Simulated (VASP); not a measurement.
# Ag in VASP: notebook, part 2 of 2

VASP 6.6.1. The steps go on from the part before.

## (4) Single point, PBEsol (uniaxial strain along a: -1.0 %)

Contents of INCAR:

```
SYSTEM = Ag
PREC = Accurate
ENCUT = 520
EDIFF = 1E-6
ISMEAR = 0
SIGMA = 0.1
LREAL = .FALSE.
LASPH = .TRUE.
NELM = 80
ALGO = Fast
ISIF = 2
LWAVE = .FALSE.
LCHARG = .TRUE.
GGA = PS
LELF = .TRUE.
LVHAR = .TRUE.
NBANDS = 18
```

Contents of KPOINTS:

```
Automatic mesh
0
G
  24 24 12
  0 0 0
```

Contents of POSCAR:

```
Ag
1.0
    2.8383218570      0.0000000000      0.0000000000
   -1.4191609285      2.4890949286      0.0000000000
    0.0000000000      0.0000000000      4.7025603328
Ag
2
Direct
    0.3333333333      0.6666666667      0.2500000000
    0.6666666667      0.3333333333      0.7500000000
```

Potentials or basis: VASP PAW PBE potentials, release 64 (Ag).

On the command line:

```console
> cat potpaw_PBE.64/Ag/POTCAR > POTCAR
> mpirun -np 1 vasp_std > vasp.out
```

OUTCAR:

```text
SYSTEM = Ag
   PREC = Accurate
   ENCUT = 520
   EDIFF = 1E-6
   ISMEAR = 0
   LREAL = .FALSE.
   LASPH = .TRUE.
   NELM = 80
   ISIF = 2
   GGA = PS

 ion  position               nearest neighbor table
   1  0.333  0.667  0.250-   2 2.87   2 2.87   2 2.87   2 2.87   2 2.88   2 2.88
   2  0.667  0.333  0.750-   1 2.87   1 2.87   1 2.87   1 2.87   1 2.88   1 2.88

  LATTYP: Found a base centered orthorhombic cell.
 ALAT       =     2.8383218570
 B/A-ratio  =     1.7539201359
 C/A-ratio  =     1.6568101046

  Lattice vectors:

 A1 = (   1.4191609285,  -2.4890949286,   0.0000000000)
 A2 = (   1.4191609285,   2.4890949286,   0.0000000000)
 A3 = (   0.0000000000,   0.0000000000,   4.7025603328)

Analysis of symmetry for initial positions (statically):
=====================================================================
 Subroutine PRICEL returns:
 Original cell was already a primitive cell.

 Routine SETGRP: Setting up the symmetry group for a
 base centered orthorhombic supercell.

 Subroutine GETGRP returns: Found  8 space group operations
 (whereof  4 operations were pure point group operations)
 out of a pool of  8 trial point group operations.

The static configuration has the point symmetry C_2h.
 The point group associated with its full space group is D_2h.

Analysis of symmetry for dynamics (positions and initial velocities):
=====================================================================
 Subroutine PRICEL returns:
 Original cell was already a primitive cell.

 Routine SETGRP: Setting up the symmetry group for a
 base centered orthorhombic supercell.

 Subroutine GETGRP returns: Found  8 space group operations
 (whereof  4 operations were pure point group operations)
 out of a pool of  8 trial point group operations.

The dynamic configuration has the point symmetry C_2h.
 The point group associated with its full space group is D_2h.

[... 108 lines left out ...]
   PSTRESS=    0.0 pullay stress
   NELECT =      22.0000    total number of electrons
   NUPDOWN=      -1.0000    fix difference up-down
   EMIN   =  10.00;   EMAX   =-10.00  energy-range for DOS
   EFERMI =   0.00;   METHOD = LEGACY
   ISMEAR =     0;   SIGMA  =   0.10  broadening in eV -4-tet -1-fermi 0-gaus
   EFERMI_NEDOS =   21; number of points for ismear=-14 and -15
   IALGO  =     68    algorithm
   IMIX   =      4    mixing-type and parameters
     AMIX     =   0.40;   BMIX     =  1.00
     AMIX_MAG =   1.60;   BMIX_MAG =  1.00
  volume/ion in A,a.u.               =      16.61       112.10
  Fermi-wavevector in a.u.,A,eV,Ry     =   1.426932  2.696510 27.703292  2.036135
  Thomas-Fermi vector in A             =   2.547156
   LORBIT       =      0    0 simple, 1 ext, 2 COOP (PROOUT), +10 PAW based schemes
   GGA     = PS    functional components
   LHFCALC =     F    Hartree Fock is set to
   AEXX    =    0.0000 exact exchange contribution
   IVDW    =     0    specifies the selected vdW correction
   LEPSILON=     F    determine dielectric tensor
   LRPA    =     F    only Hartree local field effects (RPA)
 non-spin polarized calculation
 RMM-DIIS sequential band-by-band and
 Gauss-broadening in eV      SIGMA  =   0.10
  energy-cutoff  :      520.00
  volume of cell :       33.22
 maximum number of plane-waves:       913
 NGX is ok and might be reduce to    24
   NGX = 11   NGY = 11   NGZ = 17

 number of electron      21.9999999 magnetization

 Free energy of the ion-electron system (eV)
  ---------------------------------------------------
  ext. energy  EPLUGINS =         0.00000000
  ---------------------------------------------------
  free energy    TOTEN  =        -6.60876676 eV

  energy without entropy =       -6.60596886  energy(sigma->0) =       -6.60736781

 E-fermi :   8.6228     XC(G=0): -12.5675

 val. band max:        8.6217513073   @ k =   0.0833   0.4167   0.3333
 cond. band min:       8.6244590831   @ k =   0.4583   0.0417   0.2500
 fundamental gap:      0.0027077758
 Fermi energy:         8.6227701547

 k-point     1 :       0.0000    0.0000    0.0000
  band No.  band energies     occupation
      1       0.5732      2.00000
      2       2.0294      2.00000
      3       3.6893      2.00000
      4       3.7621      2.00000
      5       3.8830      2.00000
      6       4.0145      2.00000
[... 481 lines left out ...]
      5       4.0669      2.00000
      6       4.2439      2.00000
[... 10 lines left out ...]
     17      19.8339      0.00000
     18      24.4638      0.00000

 [... further k-points ...]
[... 5 lines left out ...]
  --------------------------------------------------------------------------------------
  -------------------------------------------------------------------------------------
  Total        0.1866097     -0.0461065     -0.0004230      0.0000000      0.0000000      0.0000000
  in kB        8.9992707     -2.2234914     -0.0204006      0.0000000      0.0000000      0.0000000
  external PRESSURE =       2.2517929 kB  Pullay stress =       0.0000000 kB

 VOLUME and BASIS-vectors are now :
 -----------------------------------------------------------------------------
  energy-cutoff  :      520.00
  volume of cell :       33.22
      direct lattice vectors                 reciprocal lattice vectors
     2.838321857  0.000000000  0.000000000     0.352320861  0.200876228  0.000000000
    -1.419160928  2.489094929  0.000000000     0.000000000  0.401752456  0.000000000
     0.000000000  0.000000000  4.702560333     0.000000000  0.000000000  0.212650116

 POSITION                                       TOTAL-FORCE (eV/Angst)
 -----------------------------------------------------------------------------------
     -0.00000      1.65940      1.17564         0.000000      0.015483      0.000000
      1.41916      0.82970      3.52692        -0.000000     -0.015483      0.000000
 -----------------------------------------------------------------------------------
    total drift:                               -0.000000      0.000000     -0.000000

  FREE ENERGIE OF THE ION-ELECTRON SYSTEM (eV)
  ---------------------------------------------------
  free  energy   TOTEN  =        -6.6087667578 eV

  energy  without entropy=       -6.6059688574  energy(sigma->0) =       -6.60736781
```

OSZICAR:

```text
N       E                     dE             d eps       ncg     rms          rms(c)
DAV:   1     0.125480585132E+03    0.12548E+03   -0.11785E+04 39580   0.122E+03
DAV:   2    -0.520989930181E+01   -0.13069E+03   -0.12434E+03 40936   0.271E+02
DAV:   3    -0.731698606177E+01   -0.21071E+01   -0.21001E+01 45478   0.388E+01
DAV:   4    -0.732318108593E+01   -0.61950E-02   -0.61945E-02 43354   0.206E+00
DAV:   5    -0.732322900873E+01   -0.47923E-04   -0.47924E-04 43056   0.193E-01    0.840E+00
RMM:   6    -0.663793177624E+01    0.68530E+00   -0.15516E+00 39598   0.102E+01    0.494E+00
RMM:   7    -0.661677628592E+01    0.21155E-01   -0.29848E-02 41296   0.172E+00    0.280E+00
RMM:   8    -0.660881057796E+01    0.79657E-02   -0.29356E-03 42180   0.507E-01    0.287E-01
RMM:   9    -0.660876960860E+01    0.40969E-04   -0.51231E-04 43554   0.185E-01    0.880E-02
RMM:  10    -0.660876723203E+01    0.23766E-05   -0.69991E-05 43793   0.635E-02    0.520E-02
RMM:  11    -0.660876640331E+01    0.82872E-06   -0.15295E-05 40155   0.237E-02    0.201E-02
RMM:  12    -0.660876675776E+01   -0.35445E-06   -0.57273E-06 39521   0.179E-02
   1 F= -.66087668E+01 E0= -.66073678E+01  d E =-.279790E-02
```

Run time: 4.9 min. Hardware: 1 thread of Intel Xeon Platinum 8559C (Emerald Rapids), shared host; peak memory 0.59 GiB.

Results:

| Property | Result |
| --- | --- |
| Free energy | -6.6088 eV |
| Pressure | 0.2 GPa |
| Largest force | 0.015 eV/Å |
| Band gap on the k mesh | zero (band 11 reaches 12.76 eV, above the bottom of band 12 at 5.20 eV) |

Forces on the atoms (eV/Å):
```
Ag   0.000  0.015  0.000
Ag   0.000 -0.015  0.000
```

Caveat: the cell differs from its parent crystal (uniaxial strain along a: -1.0 %); the PAW data sets were made with another functional, which shifts forces and pressure a little.

## (5) The runs side by side

```csv
cell,k mesh,gap on the mesh (eV),pressure (GPa)
"a = 2.867, b = 2.867, c = 4.691 Å, angles 90.0, 90.0, 120.0°, 2 atoms",18 × 18 × 10,none,-0.3
"a = 2.867, b = 2.867, c = 4.691 Å, angles 90.0, 90.0, 120.0°, 2 atoms",24 × 24 × 12,none,-0.4
"a = 2.838, b = 2.865, c = 4.703 Å, angles 90.0, 90.0, 119.7°, 2 atoms",24 × 24 × 12,none,0.2
```

Alike in all rows: task single point; level PBEsol; potentials or basis VASP PAW PBE potentials, release 64 (Ag); no spin polarisation; cutoff (eV) 520; smearing gaussian 0.1 eV.

Caveats: the PAW data sets were made with another functional, which shifts forces and pressure a little.

Absolute energies hang on the potentials; compare differences alone.
